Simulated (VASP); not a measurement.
Write the native input for VASP 6.6.1 that does the following.

- Task: single point
- Functional: LDA
- Potentials or basis: VASP PAW LDA potentials, release 64 (Al, N)
- Cutoff: 520 eV
- k mesh: 12 × 12 × 4
- Occupations: gaussian, width 0.01 eV
- Spin: no spin polarisation
- Dipole correction: no
- Further INCAR settings: ALGO = Normal; EDIFF = 1e-06; NBANDS = 16

The structure of AlN (dq13) lies in POSCAR:

```
AlN
1.0
    3.0886447092      0.0000000000      0.0000000000
   -1.5443223546      2.6748447814      0.0000000000
    0.0000000000      0.0000000000      4.9430764481
Al N
2 2
Direct
    0.6666666667      0.3333333333      0.4990076329
    0.3333333333      0.6666666667      0.9990076329
    0.6666666667      0.3333333333      0.8809923671
    0.3333333333      0.6666666667      0.3809923671
```

These files were run (other wordings do the same):

INCAR

```
SYSTEM = AlN
  PREC = Accurate
  ENCUT = 520
  EDIFF = 1E-6
  ISMEAR = 0
  SIGMA = 0.01
  LREAL = .False.
  LASPH = .True.
  NELM = 100
  ALGO = Normal
  ISIF = 2
  LWAVE = .False.
  LCHARG = .False.
  NBANDS = 16
```

KPOINTS

```
regular mesh
0
Gamma
  12 12 4
  0 0 0
```

Potentials or basis: VASP PAW LDA potentials, release 64 (Al, N).

Launch:

```bash
$ cat potpaw_LDA.64/Al/POTCAR potpaw_LDA.64/N/POTCAR > POTCAR
$ mpirun -np 1 vasp_std > vasp.out
```

It gave:

```json
{
 "Pressure": "0.6 GPa",
 "Band gap on the k mesh": "4.42 eV, direct"
}
```

Wall time 16 s on 1 thread of Intel(R) Xeon(R) Platinum 8488C (Sapphire Rapids), on a shared host, peak memory 0.15 GiB.
